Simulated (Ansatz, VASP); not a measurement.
One calculation of GaSb3, two programs

```
CELL_PARAMETERS angstrom
0.00000 3.73060 3.73060
3.73060 0.00000 3.73060
3.73060 3.73060 0.00000
ATOMIC_POSITIONS crystal
Sb 0.50000 0.50000 0.50000
Sb 0.75000 0.75000 0.75000
Sb 0.25000 0.25000 0.25000
Ga 0.00000 0.00000 0.00000
```

Alike in both runs: task single point; functional PBEsol; k mesh 4 × 4 × 4; occupations fermi-dirac, width 0.03 eV; no spin polarisation.

|  | VASP | Ansatz |
| --- | --- | --- |
| version | VASP 6.6.1 | Ansatz 0.2.0 |
| potentials or method | VASP PAW PBE potentials, release 64 (Sb, Ga_d), cutoff 520 eV | all-electron LAPW, scalar-relativistic |

|  | VASP | Ansatz | Ansatz less VASP |
| --- | --- | --- | --- |
| gap on the k mesh at the Fermi level (eV) | none | none | - |
| pressure (GPa) | -5.3 | -5.3 | +0.05 |

VASP's potentials were made for PBE, not for PBEsol. A gap of «none» marks a metal or a gap that the smearing closes. Ansatz ran all-electron here, and VASP with PAW potentials.

The k mesh is coarse, so the values compare programs but aren't converged. Neither program's run includes spin-orbit coupling. Noted on Ansatz's run: the k mesh is thin for a metal, which can move the energy by tens of meV per atom.
